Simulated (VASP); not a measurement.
SiC (Moissanite 3C):

```xyz
2
Lattice="0.0000 2.1345 2.1345 2.1345 0.0000 2.1345 2.1345 2.1345 0.0000" Properties=species:S:1:pos:R:3 pbc="T T T"
Si    0.0000    0.0000    0.0000
C     3.2018    3.2018    3.2018
```

Base run:

* Program: VASP 6.6.1
* Functional: BLYP
* Dispersion: D4
* Potentials or basis: VASP PAW PBE potentials, release 64 (Si, C)
* Cutoff: 600 eV
* k mesh: 10 × 10 × 10
* Occupations: fermi-dirac, width 0.05 eV
* Spin: no spin polarisation

Its results: band gap on the k mesh 1.66 eV, indirect (least direct gap 4.91 eV); pressure 14.3 GPa.

The run is repeated on the same cell with these changes: functional from BLYP to RPBE. What comes out?

Band gap on the k mesh 1.30 eV, indirect (least direct gap 4.59 eV); pressure 10.3 GPa.

Caveats: the PAW data sets were made with another functional, which shifts forces and pressure a little.

A k mesh can miss the band edges.
